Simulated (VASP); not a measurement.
# AlGa3N4 (R3m) in VASP: notebook

AlGa3N4 is run at these levels: LDA; tasks: single point.

Everything below comes from runs of VASP 6.6.1. Logs are shortened: lines on timing, memory, paths and dates and some standing lists are left out, and cuts for length are marked.

### Step 1. The cell of the first run

Symmetry: R3m, No. 160, trigonal system. The conventional cell has a = 6.908 Å, b = 6.908 Å, c = 7.053 Å, α = 90.00°, β = 90.00°, γ = 120.00°. Within 2.3 Å of Al (site symmetry 3m) lie 4 N at 1.73 to 2.04 Å. Within 2.4 Å of Ga (site symmetry m) lie 4 N at 1.77 to 2.09 Å. N (site symmetry m) has 3 Ga at 1.77 to 2.09 Å and 1 Al at 2.04 Å within 2.4 Å. Within 2.3 Å of N (site symmetry 3m) lie 1 Al at 1.73 Å and 3 Ga at 2.09 Å.

### Step 2. Single point, LDA

INCAR reads:

```
SYSTEM = AlGa3N4
  PREC = Accurate
  ENCUT = 520
  EDIFF = 1E-6
  ISMEAR = 0
  SIGMA = 0.05
  LREAL = .False.
  LASPH = .True.
  NELM = 60
  ALGO = Normal
  ISIF = 2
  LWAVE = .False.
  LCHARG = .False.
  GGA = CA
  NBANDS = 41
```

KPOINTS reads:

```
Automatic mesh
0
Gamma
  6 6 6
  0 0 0
```

POSCAR reads:

```
AlGa3N4
1.0
    4.6138190286     -0.2709413772     -0.2709413772
   -0.2709413772      4.6138190286     -0.2709413772
   -0.2709413772     -0.2709413772      4.6138190286
Al Ga N
1 3 4
Direct
    0.0000000000      0.0000000000      0.0000000000
    0.5000000000      0.5000000000      0.0000000000
    0.5000000000      0.0000000000      0.5000000000
    0.0000000000      0.5000000000      0.5000000000
    0.7548078379      0.7548078379      0.2451921621
    0.7548078379      0.2451921621      0.7548078379
    0.2451921621      0.7548078379      0.7548078379
    0.2451921621      0.2451921621      0.2451921621
```

Potentials or basis: VASP PAW LDA potentials, release 64 (Al, Ga_d, N).

Command:

```sh
$ cat potpaw_LDA.64/Al/POTCAR potpaw_LDA.64/Ga_d/POTCAR potpaw_LDA.64/N/POTCAR > POTCAR
$ mpirun -np 1 vasp_std > vasp.out
```

OUTCAR:

```text
SYSTEM = AlGa3N4
   PREC = Accurate
   ENCUT = 520
   EDIFF = 1E-6
   ISMEAR = 0
   LREAL = .False.
   LASPH = .True.
   NELM = 60
   ISIF = 2
   GGA = CA

 ion  position               nearest neighbor table
   1  0.000  0.000  0.000-   8 1.73   5 2.04   7 2.04   6 2.04   3 3.08   4 3.08   2 3.08   4 3.08
                             3 3.08   2 3.08
   2  0.500  0.500  0.000-   5 1.77   8 2.09   7 2.09   6 2.09   1 3.08   1 3.08
   3  0.500  0.000  0.500-   6 1.77   8 2.09   7 2.09   5 2.09   1 3.08   1 3.08
   4  0.000  0.500  0.500-   7 1.77   8 2.09   5 2.09   6 2.09   1 3.08   1 3.08
   5  0.755  0.755  0.245-   2 1.77   1 2.04   3 2.09   4 2.09
   6  0.755  0.245  0.755-   3 1.77   1 2.04   2 2.09   4 2.09
   7  0.245  0.755  0.755-   4 1.77   1 2.04   3 2.09   2 2.09
   8  0.245  0.245  0.245-   1 1.73   2 2.09   3 2.09   4 2.09

  LATTYP: Found a trigonal (rhomboedric) cell.
 ALAT       =     4.6297024190
 COS(alpha) =    -0.1132184088

  Lattice vectors:

 A1 = (   4.6138190286,  -0.2709413772,  -0.2709413772)
 A2 = (  -0.2709413772,   4.6138190286,  -0.2709413772)
 A3 = (  -0.2709413772,  -0.2709413772,   4.6138190286)

Analysis of symmetry for initial positions (statically):
=====================================================================
 Subroutine PRICEL returns:
 Original cell was already a primitive cell.

 Routine SETGRP: Setting up the symmetry group for a
 trigonal (rhombohedral) supercell.

 Subroutine GETGRP returns: Found  6 space group operations
 (whereof  6 operations were pure point group operations)
 out of a pool of 12 trial point group operations.

The static configuration has the point symmetry C_3v.

Analysis of symmetry for dynamics (positions and initial velocities):
=====================================================================
 Subroutine PRICEL returns:
 Original cell was already a primitive cell.

 Routine SETGRP: Setting up the symmetry group for a
 trigonal (rhombohedral) supercell.

 Subroutine GETGRP returns: Found  6 space group operations
 (whereof  6 operations were pure point group operations)
 out of a pool of 12 trial point group operations.

The dynamic configuration has the point symmetry C_3v.

 Subroutine INISYM returns: Found  6 space group operations
 (whereof  6 operations are pure point group operations),
 and found     1 'primitive' translations

----------------------------------------------------------------------------------------

                                     Primitive cell

  volume of cell :      97.1600

  direct lattice vectors                    reciprocal lattice vectors
     4.613819029 -0.270941377 -0.270941377     0.218340025  0.013621693  0.013621693
    -0.270941377  4.613819029 -0.270941377     0.013621693  0.218340025  0.013621693
    -0.270941377 -0.270941377  4.613819029     0.013621693  0.013621693  0.218340025

  length of vectors
     4.629702419  4.629702419  4.629702419     0.219188201  0.219188201  0.219188201

  position of ions in fractional coordinates (direct lattice)
     0.000000000  0.000000000  0.000000000
     0.500000000  0.500000000  0.000000000
     0.500000000  1.000000000  0.500000000
     1.000000000  0.500000000  0.500000000
     0.754807838  0.754807838  0.245192162
     0.754807838  0.245192162  0.754807838
     0.245192162  0.754807838  0.754807838
     0.245192162  0.245192162  0.245192162

  ion indices of the primitive-cell ions
   primitive index   ion index
                 1           1
                 2           2
                 3           3
                 4           4
                 5           5
                 6           6
                 7           7
                 8           8

----------------------------------------------------------------------------------------

 KPOINTS: Automatic mesh

Automatic generation of k-mesh.
 Grid dimensions read from file:
 generate k-points for:    6    6    6

 Generating k-lattice:

  Cartesian coordinates                     Fractional coordinates (reciprocal lattice)
     0.036390004  0.002270282  0.002270282     0.166666667  0.000000000  0.000000000
     0.002270282  0.036390004  0.002270282     0.000000000  0.166666667  0.000000000
     0.002270282  0.002270282  0.036390004     0.000000000  0.000000000  0.166666667

  Length of vectors
     0.036531367  0.036531367  0.036531367

  Shift w.r.t. Gamma in fractional coordinates (k-lattice)
     0.000000000  0.000000000  0.000000000

 Subroutine IBZKPT returns following result:
 ===========================================

 Found     32 irreducible k-points:

 Following reciprocal coordinates:
            Coordinates               Weight
  0.000000  0.000000  0.000000      1.000000
  0.166667 -0.000000 -0.000000      6.000000
  0.333333 -0.000000 -0.000000      6.000000
  0.500000 -0.000000 -0.000000      3.000000
  0.166667  0.166667 -0.000000      6.000000
  0.333333  0.166667 -0.000000     12.000000
[... 37 lines left out ...]
   ISMEAR =     0;   SIGMA  =   0.05  broadening in eV -4-tet -1-fermi 0-gaus
   EFERMI_NEDOS =   21; number of points for ismear=-14 and -15
   IALGO  =     38    algorithm
   IMIX   =      4    mixing-type and parameters
     AMIX     =   0.40;   BMIX     =  1.00
     AMIX_MAG =   1.60;   BMIX_MAG =  1.00
  volume/ion in A,a.u.               =      12.14        81.96
  Fermi-wavevector in a.u.,A,eV,Ry     =   1.409428  2.663433 27.027800  1.986487
  Thomas-Fermi vector in A             =   2.531485
   LORBIT       =      0    0 simple, 1 ext, 2 COOP (PROOUT), +10 PAW based schemes
   GGA     = CA    functional components
   LHFCALC =     F    Hartree Fock is set to
   AEXX    =    0.0000 exact exchange contribution
   IVDW    =     0    specifies the selected vdW correction
   LEPSILON=     F    determine dielectric tensor
   LRPA    =     F    only Hartree local field effects (RPA)
 non-spin polarized calculation
 Gauss-broadening in eV      SIGMA  =   0.05
  energy-cutoff  :      520.00
  volume of cell :       97.16
 maximum number of plane-waves:      2636
 NGX is ok and might be reduce to    36
   NGX = 17   NGY = 17   NGZ = 17

 number of electron      62.0000060 magnetization

 Free energy of the ion-electron system (eV)
  ---------------------------------------------------
  ext. energy  EPLUGINS =         0.00000000
  ---------------------------------------------------
  free energy    TOTEN  =       -55.33467924 eV

  energy without entropy =      -55.33467924  energy(sigma->0) =      -55.33467924

 E-fermi :   4.7230     XC(G=0): -11.4940

 val. band max:        4.5053120934   @ k =   0.0000   0.0000   0.0000
 cond. band min:       5.6437616269   @ k =   0.0000   0.0000   0.0000
 fundamental gap:      1.1384495335
 Fermi energy:         4.7230132039

 k-point     1 :       0.0000    0.0000    0.0000
  band No.  band energies     occupation
      1     -10.8485      2.00000
      2     -10.1840      2.00000
      3     -10.1840      2.00000
      4      -9.7201      2.00000
      5      -9.0383      2.00000
      6      -9.0383      2.00000
[... 33 lines left out ...]
     40      13.1744      0.00000
     41      15.0978      0.00000

 k-point     2 :       0.1667   -0.0000   -0.0000
  band No.  band energies     occupation
      1     -10.7667      2.00000
      2     -10.1921      2.00000
      3     -10.1863      2.00000
      4      -9.7134      2.00000
      5      -9.0348      2.00000
      6      -9.0274      2.00000
[... 33 lines left out ...]
     40      13.4725      0.00000
     41      15.0213      0.00000

 k-point     3 :       0.3333   -0.0000   -0.0000
  band No.  band energies     occupation
      1     -10.5692      2.00000
      2     -10.2275      2.00000
      3     -10.1908      2.00000
      4      -9.6966      2.00000
      5      -9.0196      2.00000
      6      -8.9959      2.00000
[... 875 lines left out ...]
      2     -10.2813      2.00000
      3     -10.2364      2.00000
      4      -9.6858      2.00000
      5      -9.0298      2.00000
      6      -8.9832      2.00000
[... 33 lines left out ...]
     40      13.5166      0.00000
     41      13.8212      0.00000

 k-point    24 :      -0.3333    0.5000    0.1667
  band No.  band energies     occupation
      1     -10.3532      2.00000
      2     -10.2730      2.00000
      3     -10.2359      2.00000
      4      -9.6889      2.00000
      5      -9.0390      2.00000
      6      -8.9882      2.00000
[... 33 lines left out ...]
     40      13.6806      0.00000
     41      13.9856      0.00000

 [... further k-points ...]

------------------------ aborting loop because EDIFF is reached ----------------------------------------

  FORCE on cell =-STRESS in cart. coord.  units (eV):
  Direction    XX          YY          ZZ          XY          YZ          ZX
  --------------------------------------------------------------------------------------
  -------------------------------------------------------------------------------------
  Total       -5.5040709     -5.5040709     -5.5040709     13.2485854     13.2485854     13.2485854
  in kB      -90.7626350    -90.7626350    -90.7626350    218.4703907    218.4703907    218.4703907
  external PRESSURE =     -90.7626350 kB  Pullay stress =       0.0000000 kB

 VOLUME and BASIS-vectors are now :
 -----------------------------------------------------------------------------
  energy-cutoff  :      520.00
  volume of cell :       97.16
      direct lattice vectors                 reciprocal lattice vectors
     4.613819029 -0.270941377 -0.270941377     0.218340025  0.013621693  0.013621693
    -0.270941377  4.613819029 -0.270941377     0.013621693  0.218340025  0.013621693
    -0.270941377 -0.270941377  4.613819029     0.013621693  0.013621693  0.218340025

 POSITION                                       TOTAL-FORCE (eV/Angst)
 -----------------------------------------------------------------------------------
      0.00000      0.00000      0.00000        -1.455580     -1.455580     -1.455580
      2.17144      2.17144     -0.27094        -1.486970     -1.486970     -1.285481
      2.17144     -0.27094      2.17144        -1.486970     -1.285481     -1.486970
     -0.27094      2.17144      2.17144        -1.285481     -1.486970     -1.486970
      3.21161      3.21161      0.72225         1.468269      1.468269      1.252001
      3.21161      0.72225      3.21161         1.468269      1.252001      1.468269
      0.72225      3.21161      3.21161         1.252001      1.468269      1.468269
      0.99841      0.99841      0.99841         1.526463      1.526463      1.526463
 -----------------------------------------------------------------------------------
    total drift:                                0.000350      0.000350      0.000349

  FREE ENERGIE OF THE ION-ELECTRON SYSTEM (eV)
  ---------------------------------------------------
  free  energy   TOTEN  =       -55.3346792384 eV

  energy  without entropy=      -55.3346792384  energy(sigma->0) =      -55.33467924
```

Wall time 50 s (1 thread of Intel Xeon 6975P-C (Granite Rapids), shared host); peak memory 0.24 GiB.

Results:

* Free energy: -55.3347 eV
* Pressure: -9.1 GPa
* Largest force: 2.644 eV/Å
* Band gap on the k mesh: 1.14 eV, direct

Forces in eV/Å, atoms in the order of the input:
```
Al  -1.456 -1.456 -1.456
Ga  -1.487 -1.487 -1.285
Ga  -1.487 -1.285 -1.487
Ga  -1.285 -1.487 -1.487
N    1.468  1.468  1.252
N    1.468  1.252  1.468
N    1.252  1.468  1.468
N    1.526  1.526  1.526
```

Caveat: forces of over 1 eV/Å act on the atoms, so gaps and moduli don't describe the material at rest.

### Step 3. Single point, LDA

This run uses another cell than the first one, of 11.28 Å³/atom, 0.929 times its volume.

INCAR reads:

```
PREC     = Accurate       # precision mode
ENCUT    = 520            # plane-wave cutoff, eV
EDIFF    = 1E-6           # SCF threshold, eV
ISMEAR   = 0              # smearing method
SIGMA    = 0.05           # smearing width, eV
LREAL    = False          # projectors in reciprocal space
LASPH    = True           # aspherical terms in the spheres
NELM     = 100            # most SCF steps
ALGO     = Normal         # electronic algorithm
ISIF     = 2              # what is computed and relaxed
LWAVE    = False          # write WAVECAR
LCHARG   = False          # write CHGCAR
GGA      = CA             # functional
NBANDS   = 41             # bands
```

KPOINTS reads:

```
Automatic mesh
0
Gamma
  6 6 6
```

POSCAR, as its differences from that of step 2:

```diff
@@ -2,5 +2,5 @@
 1.0
-    4.6138190286     -0.2709413772     -0.2709413772
-   -0.2709413772      4.6138190286     -0.2709413772
-   -0.2709413772     -0.2709413772      4.6138190286
+    4.4860144446     -0.0675444570     -0.0675444570
+   -0.0675444570      4.4860144446     -0.0675444570
+   -0.0675444570     -0.0675444570      4.4860144446
 Al Ga N
```

Potentials or basis: VASP PAW LDA potentials, release 64 (Al, Ga_d, N).

Command:

```sh
$ cat potpaw_LDA.64/Al/POTCAR potpaw_LDA.64/Ga_d/POTCAR potpaw_LDA.64/N/POTCAR > POTCAR
$ mpirun -np 1 vasp_std > vasp.out
```

Wall time 94 s (1 thread of Intel Xeon Platinum 8259CL at 2.50GHz (Skylake/Cascade Lake), shared host); peak memory 0.23 GiB.

The run converged. Its results:

```yaml
Free_energy: -57.9856 eV
Pressure: -5.9 GPa
Largest_force: 0.512 eV/Å
Band_gap_on_the_k_mesh: 2.14 eV, direct
```

Forces on the atoms (eV/Å):
```
Al  -0.281 -0.281 -0.281
Ga  -0.291 -0.291 -0.262
Ga  -0.291 -0.262 -0.291
Ga  -0.262 -0.291 -0.291
N    0.297  0.297  0.237
N    0.297  0.237  0.297
N    0.237  0.297  0.297
N    0.295  0.295  0.295
```

Stress tensor (GPa, compression positive):
```
-5.92  6.05  6.05
 6.05 -5.92  6.05
 6.05  6.05 -5.92
```

Levels at points of the mesh, in eV from the valence-band top:
```csv
k point,band 27,band 28,band 29,band 30,band 31,band 32,band 33,band 34,band 35,band 36
"(0.00, 0.00, 0.00)",-2.36,-2.34,-0.16,-0.16,0.00,2.14,3.20,3.22,3.22,6.25
"(0.50, 0.00, 0.00)",-2.93,-1.71,-1.44,-1.43,-1.16,4.67,4.75,5.96,5.98,7.41
"(0.50, 0.50, 0.00)",-3.06,-1.11,-1.09,-0.96,-0.71,6.35,6.38,6.62,7.10,7.17
"(0.50, 0.50, 0.50)",-0.88,-0.88,-0.73,-0.73,-0.73,4.44,4.82,4.82,6.02,8.64
```

As with any semilocal functional, this LDA gap is likely too small.

### Step 4. Single point, LDA

This run uses another cell than the first one, of 11.28 Å³/atom, 0.929 times its volume.

INCAR reads:

```
SYSTEM = AlGa3N4
ALGO = Normal ; EDIFF = 1E-6
ENCUT = 520 ; ISIF = 2
ISMEAR = 0 ; LASPH = .True.
LCHARG = .False. ; LREAL = .False.
LWAVE = .False. ; NBANDS = 41
NELM = 80 ; PREC = Accurate
SIGMA = 0.05
```

KPOINTS reads:

```
k-points
0
Gamma
  6 6 6
  0 0 0
```

POSCAR, as its differences from that of step 3:

```diff
@@ -2,5 +2,5 @@
 1.0
-    4.4860144446     -0.0675444570     -0.0675444570
-   -0.0675444570      4.4860144446     -0.0675444570
-   -0.0675444570     -0.0675444570      4.4860144446
+    4.4860217270      0.0684720205      0.0684720205
+    0.0684720205      4.4860217270      0.0684720205
+    0.0684720205      0.0684720205      4.4860217270
 Al Ga N
```

Command:

```sh
$ cat potpaw_LDA.64/Al/POTCAR potpaw_LDA.64/Ga_d/POTCAR potpaw_LDA.64/N/POTCAR > POTCAR
$ mpirun -np 1 vasp_std > vasp.out
```

Wall time 90 s (1 thread of Intel Xeon Platinum 8259CL at 2.50GHz (Skylake/Cascade Lake), shared host); peak memory 0.23 GiB.

The run converged. Its results:

| Property | Result |
| --- | --- |
| Free energy | -57.9942 eV |
| Pressure | -6.0 GPa |
| Largest force | 0.375 eV/Å |
| Band gap on the k mesh | 2.17 eV, direct |

Forces in eV/Å, atoms in the order of the input:
```
Al   0.176  0.176  0.176
Ga   0.180  0.180  0.165
Ga   0.180  0.165  0.180
Ga   0.165  0.180  0.180
N   -0.160 -0.160 -0.165
N   -0.160 -0.165 -0.160
N   -0.165 -0.160 -0.160
N   -0.217 -0.217 -0.217
```

Stress tensor (GPa, compression positive):
```
-5.98 -5.56 -5.56
-5.56 -5.98 -5.56
-5.56 -5.56 -5.98
```

Levels at points of the mesh, in eV from the valence-band top:
```
           k point  band 28  band 29  band 30  band 31  band 32  band 33  band 34  band 35
(0.00, 0.00, 0.00)    -2.33    -0.20     0.00     0.00     2.17     3.24     3.24     3.29
(0.50, 0.00, 0.00)    -1.67    -1.40    -1.39    -1.11     4.71     4.78     5.99     6.04
(0.50, 0.50, 0.00)    -1.06    -1.05    -0.92    -0.67     6.39     6.43     6.61     7.09
(0.50, 0.50, 0.50)    -0.88    -0.79    -0.63    -0.63     4.61     4.61     4.95     6.07
```

### Step 5. Single point, LDA

This run uses another cell than the first one, of 11.28 Å³/atom, 0.929 times its volume.

INCAR reads:

```
SYSTEM = AlGa3N4
ALGO = Normal
EDIFF = 1E-6
ENCUT = 520
ISIF = 2
ISMEAR = 0
LASPH = .TRUE.
LCHARG = .FALSE.
LREAL = .FALSE.
LWAVE = .FALSE.
NBANDS = 41
NELM = 80
PREC = Accurate
SIGMA = 0.05
```

KPOINTS reads:

```
k-points
0
G
  6 6 6
  0 0 0
```

POSCAR, as its differences from that of step 4:

```diff
@@ -2,5 +2,5 @@
 1.0
-    4.4860217270      0.0684720205      0.0684720205
-    0.0684720205      4.4860217270      0.0684720205
-    0.0684720205      0.0684720205      4.4860217270
+    4.4941369254     -0.1996420665     -0.1996420665
+   -0.1996420665      4.4941369254     -0.1996420665
+   -0.1996420665     -0.1996420665      4.4941369254
 Al Ga N
```

Command:

```sh
$ cat potpaw_LDA.64/Al/POTCAR potpaw_LDA.64/Ga_d/POTCAR potpaw_LDA.64/N/POTCAR > POTCAR
$ mpirun -np 1 vasp_std > vasp.out
```

Wall time 92 s (1 thread of Intel Xeon Platinum 8259CL at 2.50GHz (Skylake/Cascade Lake), shared host); peak memory 0.23 GiB.

The run converged. Its results:

```
Free energy            : -56.6811 eV
Pressure               : -1.0 GPa
Largest force          : 2.290 eV/Å
Band gap on the k mesh : 1.74 eV, direct
```

Forces on the atoms (eV/Å):
```
Al  -1.257 -1.257 -1.257
Ga  -1.302 -1.302 -1.163
Ga  -1.302 -1.163 -1.302
Ga  -1.163 -1.302 -1.302
N    1.289  1.289  1.123
N    1.289  1.123  1.289
N    1.123  1.289  1.289
N    1.322  1.322  1.322
```

Stress tensor (GPa, compression positive):
```
-1.00 19.81 19.81
19.81 -1.00 19.81
19.81 19.81 -1.00
```

Levels at points of the mesh, in eV from the valence-band top:
| k point | band 28 | band 29 | band 30 | band 31 | band 32 | band 33 | band 34 | band 35 |
| --- | --- | --- | --- | --- | --- | --- | --- | --- |
| (0.00, 0.00, 0.00) | -1.99 | -0.34 | -0.34 | 0.00 | 1.74 | 2.87 | 2.87 | 2.89 |
| (0.50, 0.00, 0.00) | -2.08 | -1.82 | -1.27 | -1.00 | 4.30 | 4.38 | 5.58 | 5.58 |
| (0.50, 0.50, 0.00) | -1.34 | -1.29 | -0.88 | -0.66 | 5.60 | 5.80 | 6.21 | 6.82 |
| (0.50, 0.50, 0.50) | -0.90 | -0.67 | -0.66 | -0.66 | 3.73 | 4.78 | 4.78 | 5.95 |

Caveat: forces of over 1 eV/Å act on the atoms, so gaps and moduli don't describe the material at rest.

### Step 6. The runs side by side

```csv
cell,gap on the mesh (eV),pressure (GPa),largest force (eV/Å)
"a = 4.630 Å, angles 96.5°, 8 atoms",1.14,-9.1,2.64
"a = 4.487 Å, angles 91.7°, 8 atoms",2.14,-5.9,0.51
"a = 4.487 Å, angles 88.2°, 8 atoms",2.17,-6.0,0.38
"a = 4.503 Å, angles 95.0°, 8 atoms",1.74,-1.0,2.29
```

Alike in all rows: task single point; level LDA; potentials or basis VASP PAW LDA potentials, release 64 (Al, Ga_d, N); no spin polarisation; k mesh 6 × 6 × 6; cutoff (eV) 520; smearing gaussian 0.05 eV.

Caveats: forces of over 1 eV/Å act on the atoms, so gaps and moduli don't describe the material at rest (some runs).

Absolute energies hang on the potentials; compare differences alone.
